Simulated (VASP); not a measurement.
# BN (R3m) in VASP: further runs

Aim: see how the results for BN move with the level of theory and the settings. Levels: PBE+D2, PBE+TS, HSE06, PBE0. Tasks: single point.

Everything below comes from runs of VASP 6.6.1. Logs are shortened: lines on timing, memory, paths and dates and some standing lists are left out, and cuts for length are marked.

### Step 1. The cell of the first run

It takes space group R3m (No. 160, trigonal). The conventional cell has a = 2.502 Å, b = 2.502 Å, c = 10.119 Å, α = 90.00°, β = 90.00°, γ = 120.00°. N (site symmetry 3m) has 3 B at 1.44 Å within 1.9 Å. Within 1.9 Å of B (site symmetry 3m) lie 3 N at 1.44 Å.

### Step 2. Single point, PBE+D2

INCAR

```
SYSTEM = BN
PREC = Accurate
ENCUT = 520
EDIFF = 1E-7
ISMEAR = 0
SIGMA = 0.02
LREAL = .False.
LASPH = .True.
ALGO = Normal
NELM = 100
ISIF = 2
LWAVE = .False.
LCHARG = .False.
IVDW = 1
```

KPOINTS

```
k-points
0
Gamma
  9 9 9
```

POSCAR

```
BN
1.0
    1.2511217832      0.7223354983      3.3729344033
   -1.2511217832      0.7223354983      3.3729344033
    0.0000000000     -1.4446709966      3.3729344033
N B
1 1
Direct
    0.6672382000      0.6672382000      0.6672382000
    0.0003288000      0.0003288000      0.0003288000
```

Potentials or basis: VASP PAW PBE potentials, release 64 (N, B).

Run with:

```
> cat potpaw_PBE.64/N/POTCAR potpaw_PBE.64/B/POTCAR > POTCAR
> mpirun -np 1 vasp_std > vasp.out
```

OUTCAR:

```text
SYSTEM = BN
   PREC = Accurate
   ENCUT = 520
   EDIFF = 1E-7
   ISMEAR = 0
   LREAL = .False.
   LASPH = .True.
   NELM = 100
   ISIF = 2
   IVDW = 1
  IVDW =   1

 Found     85 irreducible k-points:

 Following reciprocal coordinates:
            Coordinates               Weight
  0.000000  0.000000  0.000000      1.000000
  0.111111 -0.000000  0.000000      6.000000
  0.222222 -0.000000  0.000000      6.000000
  0.333333 -0.000000  0.000000      6.000000
  0.444444 -0.000000  0.000000      6.000000
  0.111111  0.111111  0.000000      6.000000
   k-points           NKPTS =     85   k-points in BZ     NKDIM =     85   number of bands    NBANDS=      8
   number of dos      NEDOS =    301   number of ions     NIONS =      2
   total plane-waves  NPLWV =  21952
   dimension x,y,z NGX =    28 NGY =   28 NGZ =   28
   dimension x,y,z NGXF=    56 NGYF=   56 NGZF=   56
   ions per type =               1   1
   NGX,Y,Z   is equivalent  to a cutoff of  12.69, 12.69, 12.69 a.u.
   NGXF,Y,Z  is equivalent  to a cutoff of  25.37, 25.37, 25.37 a.u.
 SYSTEM =  BN
   PREC   = accura    normal or accurate (medium, high low for compatibility)
   ISTART =      0    job   : 0-new  1-cont  2-samecut
   ICHARG =      2    charge: 1-file 2-atom 10-const
   ISPIN  =      1    spin polarized calculation?
   LNONCOLLINEAR =      F non collinear calculations
   LSORBIT =      F    spin-orbit coupling
   LASPH  =      T    aspherical Exc in radial PAW
   ENCUT  =  520.0 eV  38.22 Ry    6.18 a.u.   6.82  6.82  6.82*2*pi/ulx,y,z
   NELM   =    100;   NELMIN=  2; NELMDL= -5     # of ELM steps
   EDIFF  = 0.1E-06   stopping-criterion for ELM
   LREAL  =      F    real-space projection
   EDIFFG = 0.1E-05   stopping-criterion for IOM
   NSW    =      0    number of steps for IOM
   IBRION =     -1    ionic relax: 0-MD 1-quasi-New 2-CG
   NFREE  =      0    steps in history (QN), initial steepest desc. (CG)
   ISIF   =      2    stress and relaxation
   ISYM   =      2    0-nonsym 1-usesym 2-fastsym
   POTIM  = 0.5000    time-step for ionic-motion
   TEBEG  =    0.0;   TEEND  =   0.0 temperature during run

   SCALEE = 1.0000    scale energy and forces
   PSTRESS=    0.0 pullay stress
   NELECT =       8.0000    total number of electrons
   NUPDOWN=      -1.0000    fix difference up-down
   EMIN   =  10.00;   EMAX   =-10.00  energy-range for DOS
   EFERMI =   0.00;   METHOD = LEGACY
   ISMEAR =     0;   SIGMA  =   0.02  broadening in eV -4-tet -1-fermi 0-gaus
   EFERMI_NEDOS =   21; number of points for ismear=-14 and -15
   IALGO  =     38    algorithm
   IMIX   =      4    mixing-type and parameters
     AMIX     =   0.40;   BMIX     =  1.00
     AMIX_MAG =   1.60;   BMIX_MAG =  1.00
  volume/ion in A,a.u.               =       9.14        61.71
  Fermi-wavevector in a.u.,A,eV,Ry     =   1.242717  2.348395 21.012099  1.544346
  Thomas-Fermi vector in A             =   2.377059
   LORBIT       =      0    0 simple, 1 ext, 2 COOP (PROOUT), +10 PAW based schemes
   GGA     = PE    functional components
   LHFCALC =     F    Hartree Fock is set to
   AEXX    =    0.0000 exact exchange contribution
   IVDW    =     1    specifies the selected vdW correction
   LEPSILON=     F    determine dielectric tensor
   LRPA    =     F    only Hartree local field effects (RPA)

   CSHIFT  =0.1000    complex shift for real part using Kramers Kronig

   OMEGAMAX=  -1.0    maximum frequency
 non-spin polarized calculation
 Gauss-broadening in eV      SIGMA  =   0.02
  energy-cutoff  :      520.00
  volume of cell :       18.29
 maximum number of plane-waves:       517
   NGX = 13   NGY = 13   NGZ = 13

 number of electron       8.0000000 magnetization

 Free energy of the ion-electron system (eV)
  ---------------------------------------------------
  ext. energy  EPLUGINS =         0.00000000
  ---------------------------------------------------
  free energy    TOTEN  =       -17.58098319 eV

  energy without entropy =      -17.58098319  energy(sigma->0) =      -17.58098319

 E-fermi :   2.2274     XC(G=0):  -9.9780

 val. band max:        2.1343070736   @ k =  -0.3333   0.3333   0.0000
 cond. band min:       6.5095408373   @ k =  -0.4444   0.4444   0.0000
 fundamental gap:      4.3752337638
 Fermi energy:         2.2274389828

 k-point     1 :       0.0000    0.0000    0.0000
  band No.  band energies     occupation
      1     -15.6427      2.00000
      2      -2.0453      2.00000
      3       0.8470      2.00000
      4       0.8470      2.00000
      5       7.3037      0.00000
      6      13.8150      0.00000
      7      13.8150      0.00000
      8      15.2774      0.00000

 k-point     2 :       0.1111   -0.0000    0.0000
  band No.  band energies     occupation
      1     -15.3984      2.00000
      2      -1.7813      2.00000
      3      -0.1247      2.00000
      4       0.4089      2.00000
      5       7.7910      0.00000
      6      13.7013      0.00000
      7      14.4584      0.00000
      8      14.8480      0.00000

 k-point     3 :       0.2222   -0.0000    0.0000
  band No.  band energies     occupation
      1     -14.6922      2.00000
      2      -2.3337      2.00000
      3      -1.0026      2.00000
      4      -0.5234      2.00000
      5       8.9897      0.00000
      6      12.4228      0.00000
      7      13.5578      0.00000
      8      17.4907      0.00000

 k-point     4 :       0.3333   -0.0000    0.0000
  band No.  band energies     occupation
      1     -13.6381      2.00000
      2      -4.7445      2.00000
      3      -1.3856      2.00000
      4       0.1703      2.00000
      5       9.4703      0.00000
      6      11.0867      0.00000
      7      13.6577      0.00000
      8      19.5213      0.00000

 k-point     5 :       0.4444   -0.0000    0.0000
  band No.  band energies     occupation
      1     -12.6329      2.00000
      2      -6.5138      2.00000
      3      -1.8731      2.00000
      4       1.3231      2.00000
      5       7.7296      0.00000
      6      11.9559      0.00000
      7      14.7155      0.00000
      8      17.7451      0.00000

 k-point     6 :       0.1111    0.1111    0.0000
  band No.  band energies     occupation
      1     -15.3890      2.00000
      2      -1.8775      2.00000
      3      -0.1137      2.00000
      4       0.4003      2.00000
      5       7.9643      0.00000
      6      13.6638      0.00000
      7      14.4792      0.00000
      8      14.8445      0.00000

 [... further k-points ...]

------------------------ aborting loop because EDIFF is reached ----------------------------------------

  DFT-D2 method for vdW energy calculation

  Number of pair interactions contributing to vdW energy:   85931

  Edisp (eV):   -0.28521

  FORCE on cell =-STRESS in cart. coord.  units (eV):
  Direction    XX          YY          ZZ          XY          YZ          ZX
  --------------------------------------------------------------------------------------
  -------------------------------------------------------------------------------------
  Total       0.34839     0.34839    -0.34890     0.00000     0.00000     0.00000
  in kB      30.51977    30.51977   -30.56464     0.00000     0.00000     0.00000
  external pressure =       10.16 kB  Pullay stress =        0.00 kB

 VOLUME and BASIS-vectors are now :
 -----------------------------------------------------------------------------
  energy-cutoff  :      520.00
  volume of cell :       18.29
      direct lattice vectors                 reciprocal lattice vectors
     1.251121783  0.722335498  3.372934403     0.399641351  0.230733042  0.098825916
    -1.251121783  0.722335498  3.372934403    -0.399641351  0.230733042  0.098825916
     0.000000000 -1.444670997  3.372934403     0.000000000 -0.461466083  0.098825916

 POSITION                                       TOTAL-FORCE (eV/Angst)
 -----------------------------------------------------------------------------------
      0.00000      0.00000      6.75165         0.000000      0.000000     -0.003519
      0.00000      0.00000      0.00333         0.000000     -0.000000      0.003519
 -----------------------------------------------------------------------------------
    total drift:                               -0.000000      0.000000      0.000069

  FREE ENERGIE OF THE ION-ELECTRON SYSTEM (eV)
  ---------------------------------------------------
  free  energy   TOTEN  =       -17.8661961051 eV

  energy  without entropy=      -17.8661961051  energy(sigma->0) =      -17.86619611
```

Run time: 15 s. Hardware: 1 thread of Intel Xeon 6975P-C (Granite Rapids), shared host; peak memory 0.15 GiB.

What came out:

* Free energy: -17.8662 eV
* Pressure: 1.0 GPa
* Largest force: 0.004 eV/Å
* Band gap on the k mesh: 4.38 eV (least direct gap 4.70 eV)
* Dispersion energy per atom: -0.143 eV

Forces in eV/Å, atoms in the order of the input:
```
N    0.000  0.000 -0.004
B    0.000  0.000  0.004
```

Caveat: the stress differs along the axes, from -3 to 3 GPa.

### Step 3. Single point, PBE+TS

Changes to INCAR since step 2:

```diff
@@ -13,2 +13,2 @@
 LCHARG = .False.
-IVDW = 1
+IVDW = 2
```

KPOINTS is that of step 2.

POSCAR is that of step 2.

Potentials or basis: VASP PAW PBE potentials, release 64 (N, B).

Run with:

```
> cat potpaw_PBE.64/N/POTCAR potpaw_PBE.64/B/POTCAR > POTCAR
> mpirun -np 1 vasp_std > vasp.out
```

OUTCAR:

```text
SYSTEM = BN
   PREC = Accurate
   ENCUT = 520
   EDIFF = 1E-7
   ISMEAR = 0
   LREAL = .False.
   LASPH = .True.
   NELM = 100
   ISIF = 2
   IVDW = 2
  IVDW =   2

 Found     85 irreducible k-points:

 Following reciprocal coordinates:
            Coordinates               Weight
  0.000000  0.000000  0.000000      1.000000
  0.111111 -0.000000  0.000000      6.000000
  0.222222 -0.000000  0.000000      6.000000
  0.333333 -0.000000  0.000000      6.000000
  0.444444 -0.000000  0.000000      6.000000
  0.111111  0.111111  0.000000      6.000000
   k-points           NKPTS =     85   k-points in BZ     NKDIM =     85   number of bands    NBANDS=      8
   number of dos      NEDOS =    301   number of ions     NIONS =      2
   total plane-waves  NPLWV =  21952
   dimension x,y,z NGX =    28 NGY =   28 NGZ =   28
   dimension x,y,z NGXF=    56 NGYF=   56 NGZF=   56
   ions per type =               1   1
   NGX,Y,Z   is equivalent  to a cutoff of  12.69, 12.69, 12.69 a.u.
   NGXF,Y,Z  is equivalent  to a cutoff of  25.37, 25.37, 25.37 a.u.
 SYSTEM =  BN
   PREC   = accura    normal or accurate (medium, high low for compatibility)
   ISTART =      0    job   : 0-new  1-cont  2-samecut
   ICHARG =      2    charge: 1-file 2-atom 10-const
   ISPIN  =      1    spin polarized calculation?
   LNONCOLLINEAR =      F non collinear calculations
   LSORBIT =      F    spin-orbit coupling
   LASPH  =      T    aspherical Exc in radial PAW
   ENCUT  =  520.0 eV  38.22 Ry    6.18 a.u.   6.82  6.82  6.82*2*pi/ulx,y,z
   NELM   =    100;   NELMIN=  2; NELMDL= -5     # of ELM steps
   EDIFF  = 0.1E-06   stopping-criterion for ELM
   LREAL  =      F    real-space projection
   EDIFFG = 0.1E-05   stopping-criterion for IOM
   NSW    =      0    number of steps for IOM
   IBRION =     -1    ionic relax: 0-MD 1-quasi-New 2-CG
   NFREE  =      0    steps in history (QN), initial steepest desc. (CG)
   ISIF   =      2    stress and relaxation
   ISYM   =      2    0-nonsym 1-usesym 2-fastsym
   POTIM  = 0.5000    time-step for ionic-motion
   TEBEG  =    0.0;   TEEND  =   0.0 temperature during run

   SCALEE = 1.0000    scale energy and forces
   PSTRESS=    0.0 pullay stress
   NELECT =       8.0000    total number of electrons
   NUPDOWN=      -1.0000    fix difference up-down
   EMIN   =  10.00;   EMAX   =-10.00  energy-range for DOS
   EFERMI =   0.00;   METHOD = LEGACY
   ISMEAR =     0;   SIGMA  =   0.02  broadening in eV -4-tet -1-fermi 0-gaus
   EFERMI_NEDOS =   21; number of points for ismear=-14 and -15
   IALGO  =     38    algorithm
   IMIX   =      4    mixing-type and parameters
     AMIX     =   0.40;   BMIX     =  1.00
     AMIX_MAG =   1.60;   BMIX_MAG =  1.00
  volume/ion in A,a.u.               =       9.14        61.71
  Fermi-wavevector in a.u.,A,eV,Ry     =   1.242717  2.348395 21.012099  1.544346
  Thomas-Fermi vector in A             =   2.377059
   LORBIT       =      0    0 simple, 1 ext, 2 COOP (PROOUT), +10 PAW based schemes
   GGA     = PE    functional components
   LHFCALC =     F    Hartree Fock is set to
   AEXX    =    0.0000 exact exchange contribution
   IVDW    =     2    specifies the selected vdW correction
   LEPSILON=     F    determine dielectric tensor
   LRPA    =     F    only Hartree local field effects (RPA)

   CSHIFT  =0.1000    complex shift for real part using Kramers Kronig

   OMEGAMAX=  -1.0    maximum frequency
 non-spin polarized calculation
 Gauss-broadening in eV      SIGMA  =   0.02
  energy-cutoff  :      520.00
  volume of cell :       18.29
 maximum number of plane-waves:       517
   NGX = 13   NGY = 13   NGZ = 13

 number of electron       8.0000000 magnetization

 Free energy of the ion-electron system (eV)
  ---------------------------------------------------
  ext. energy  EPLUGINS =         0.00000000
  ---------------------------------------------------
  free energy    TOTEN  =       -17.58098319 eV

  energy without entropy =      -17.58098319  energy(sigma->0) =      -17.58098319

 E-fermi :   2.2274     XC(G=0):  -9.9780

 val. band max:        2.1343070736   @ k =  -0.3333   0.3333   0.0000
 cond. band min:       6.5095408373   @ k =  -0.4444   0.4444   0.0000
 fundamental gap:      4.3752337638
 Fermi energy:         2.2274389828

 k-point     1 :       0.0000    0.0000    0.0000
  band No.  band energies     occupation
      1     -15.6427      2.00000
      2      -2.0453      2.00000
      3       0.8470      2.00000
      4       0.8470      2.00000
      5       7.3037      0.00000
      6      13.8150      0.00000
      7      13.8150      0.00000
      8      15.2774      0.00000

 k-point     2 :       0.1111   -0.0000    0.0000
  band No.  band energies     occupation
      1     -15.3984      2.00000
      2      -1.7813      2.00000
      3      -0.1247      2.00000
      4       0.4089      2.00000
      5       7.7910      0.00000
      6      13.7013      0.00000
      7      14.4584      0.00000
      8      14.8480      0.00000

 k-point     3 :       0.2222   -0.0000    0.0000
  band No.  band energies     occupation
      1     -14.6922      2.00000
      2      -2.3337      2.00000
      3      -1.0026      2.00000
      4      -0.5234      2.00000
      5       8.9897      0.00000
      6      12.4228      0.00000
      7      13.5578      0.00000
      8      17.4907      0.00000

 k-point     4 :       0.3333   -0.0000    0.0000
  band No.  band energies     occupation
      1     -13.6381      2.00000
      2      -4.7445      2.00000
      3      -1.3856      2.00000
      4       0.1703      2.00000
      5       9.4703      0.00000
      6      11.0867      0.00000
      7      13.6577      0.00000
      8      19.5213      0.00000

 k-point     5 :       0.4444   -0.0000    0.0000
  band No.  band energies     occupation
      1     -12.6329      2.00000
      2      -6.5138      2.00000
      3      -1.8731      2.00000
      4       1.3231      2.00000
      5       7.7296      0.00000
      6      11.9559      0.00000
      7      14.7155      0.00000
      8      17.7451      0.00000

 k-point     6 :       0.1111    0.1111    0.0000
  band No.  band energies     occupation
      1     -15.3890      2.00000
      2      -1.8775      2.00000
      3      -0.1137      2.00000
      4       0.4003      2.00000
      5       7.9643      0.00000
      6      13.6638      0.00000
      7      14.4792      0.00000
      8      14.8445      0.00000

 [... further k-points ...]

------------------------ aborting loop because EDIFF is reached ----------------------------------------

  Hirshfeld charges:
            ion         q(e)
   ------------------------------
      1     N       -0.20441375
      2     B        0.20441375

  Tkatchenko/Scheffler method for vdW energy calculation

  Number of pair interactions contributing to vdW energy:   85931

  Edisp (eV):   -0.28364

  FORCE on cell =-STRESS in cart. coord.  units (eV):
  Direction    XX          YY          ZZ          XY          YZ          ZX
  --------------------------------------------------------------------------------------
  -------------------------------------------------------------------------------------
  Total       0.12183     0.12183    -0.08330     0.00000     0.00000     0.00000
  in kB      10.67226    10.67226    -7.29683     0.00000     0.00000     0.00000
  external pressure =        4.68 kB  Pullay stress =        0.00 kB

 VOLUME and BASIS-vectors are now :
 -----------------------------------------------------------------------------
  energy-cutoff  :      520.00
  volume of cell :       18.29
      direct lattice vectors                 reciprocal lattice vectors
     1.251121783  0.722335498  3.372934403     0.399641351  0.230733042  0.098825916
    -1.251121783  0.722335498  3.372934403    -0.399641351  0.230733042  0.098825916
     0.000000000 -1.444670997  3.372934403     0.000000000 -0.461466083  0.098825916

 POSITION                                       TOTAL-FORCE (eV/Angst)
 -----------------------------------------------------------------------------------
      0.00000      0.00000      6.75165         0.000000      0.000000     -0.008794
      0.00000      0.00000      0.00333         0.000000      0.000000      0.008794
 -----------------------------------------------------------------------------------
    total drift:                               -0.000000      0.000000      0.000069

  FREE ENERGIE OF THE ION-ELECTRON SYSTEM (eV)
  ---------------------------------------------------
  free  energy   TOTEN  =       -17.8646277095 eV

  energy  without entropy=      -17.8646277095  energy(sigma->0) =      -17.86462771
```

OSZICAR:

```text
N       E                     dE             d eps       ncg     rms          rms(c)
DAV:   1     0.129548184214E+02    0.12955E+02   -0.48649E+03  1376   0.944E+02
DAV:   2    -0.189684298262E+02   -0.31923E+02   -0.30710E+02  1872   0.171E+02
DAV:   3    -0.193765904518E+02   -0.40816E+00   -0.40816E+00  1640   0.248E+01
DAV:   4    -0.193776113975E+02   -0.10209E-02   -0.10209E-02  2224   0.102E+00
DAV:   5    -0.193776115888E+02   -0.19132E-06   -0.19132E-06  1640   0.125E-02    0.798E+00
DAV:   6    -0.177778716977E+02    0.15997E+01   -0.64418E+00  1848   0.176E+01    0.370E+00
DAV:   7    -0.176191459670E+02    0.15873E+00   -0.22310E-01  1840   0.409E+00    0.219E+00
DAV:   8    -0.175799377125E+02    0.39208E-01   -0.13921E-01  1944   0.280E+00    0.268E-01
DAV:   9    -0.175805892245E+02   -0.65151E-03   -0.12083E-03  1392   0.386E-01    0.120E-01
DAV:  10    -0.175809579226E+02   -0.36870E-03   -0.44980E-04  1816   0.203E-01    0.290E-02
DAV:  11    -0.175809827774E+02   -0.24855E-04   -0.31513E-05  1696   0.521E-02    0.615E-03
DAV:  12    -0.175809830965E+02   -0.31917E-06   -0.14027E-06  1736   0.933E-03    0.127E-03
DAV:  13    -0.175809831966E+02   -0.10012E-06   -0.11406E-07  1584   0.338E-03    0.435E-04
DAV:  14    -0.175809831897E+02    0.69066E-08   -0.44780E-09  1024   0.575E-04
   1 F= -.17864628E+02 E0= -.17864628E+02  d E =-.803108E-13
```

Wall time 14 s (1 thread of Intel Xeon 6975P-C (Granite Rapids), shared host); peak memory 0.15 GiB.

Results:

| Item | Value |
| --- | --- |
| Free energy | -17.8646 eV |
| Pressure | 0.5 GPa |
| Largest force | 0.009 eV/Å |
| Band gap on the k mesh | 4.38 eV (least direct gap 4.70 eV) |
| Hirshfeld charges | N -0.20; B +0.20 e |
| Dispersion energy per atom | -0.142 eV |

Forces in eV/Å, atoms in the order of the input:
```
N    0.000  0.000 -0.009
B    0.000  0.000  0.009
```

Stress tensor (GPa, compression positive):
```
 1.07  0.00  0.00
 0.00  1.07  0.00
 0.00  0.00 -0.73
```

A k mesh can miss the band edges.

[end of part 1 of 2]
